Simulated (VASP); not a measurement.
Runs of VASP 6.6.1 on Sn. The structure is that of space group I4/mmm (No. 139), or close to it. The cells are those of the table. 

```csv
task,level,potentials or basis,cell,k mesh,cutoff (eV),smearing,gap on the mesh (eV),pressure (GPa)
single point,BLYP,"VASP PAW PBE potentials, release 64 (Sn_d)","a = 3.316 Å, angles 104.5, 104.5, 119.9°, 1 atom",10 × 10 × 10,520,fermi-dirac 0.05 eV,none,5.5
single point,PBE,"VASP PAW PBE potentials, release 64 (Sn_d)","a = 3.331 Å, angles 104.8, 104.8, 119.3°, 1 atom",10 × 10 × 10,520,fermi-dirac 0.05 eV,none,-0.1
single point,LDA,"VASP PAW LDA potentials, release 64 (Sn_d)","a = 3.316 Å, angles 104.5, 104.5, 119.9°, 1 atom",10 × 10 × 10,520,fermi-dirac 0.05 eV,none,-3.2
single point,PBEsol,"VASP PAW PBE potentials, release 64 (Sn_d)","a = 3.359 Å, angles 104.5, 104.5, 119.9°, 1 atom",10 × 10 × 10,520,methfessel-paxton 0.1 eV,none,-3.6
single point,BLYP,"VASP PAW PBE potentials, release 64 (Sn_d)","a = 3.458 Å, angles 104.4, 104.4, 120.2°, 1 atom",10 × 10 × 10,520,fermi-dirac 0.05 eV,none,-0.1
single point,PBE,"VASP PAW PBE potentials, release 64 (Sn_d)","a = 3.316 Å, angles 104.5, 104.5, 119.9°, 1 atom",10 × 10 × 10,520,gaussian 0.015 eV,none,0.8
single point,PBE+D3(BJ),"VASP PAW PBE potentials, release 64 (Sn_d)","a = 3.316 Å, angles 104.5, 104.5, 119.9°, 1 atom",10 × 10 × 10,520,fermi-dirac 0.05 eV,none,(a)
relaxation of cell and atoms,PBE+D3(BJ),"VASP PAW PBE potentials, release 64 (Sn_d)","relaxed from a = 3.316 Å, angles 104.5, 104.5, 119.9°, 1 atom",10 × 10 × 10,600,fermi-dirac 0.05 eV,none,0.0
single point,RPBE,"VASP PAW PBE potentials, release 64 (Sn_d)","a = 3.365 Å, angles 104.8, 104.8, 119.4°, 1 atom",10 × 10 × 10,520,fermi-dirac 0.05 eV,none,-0.1
single point,PBE,"VASP PAW PBE potentials, release 64 (Sn_d)","a = 3.316 Å, angles 104.5, 104.5, 119.9°, 1 atom",10 × 10 × 10,520,gaussian 0.027 eV,none,0.8
```

Alike in all rows: no spin polarisation.

Q: Estimate the missing entries.

A: (a) -1.4.

Caveats: spin-orbit coupling is left out, which moves the levels of the heavy elements; the PAW data sets were made with another functional, which shifts forces and pressure a little (some runs); pairwise dispersion overbinds metals, which lowers pressure and volume (some runs); three body term missing (some runs).

A k mesh can miss the band edges, and the runs leave out spin-orbit coupling on Sn.

A gap of «none» marks levels without a gap at the run's occupations.
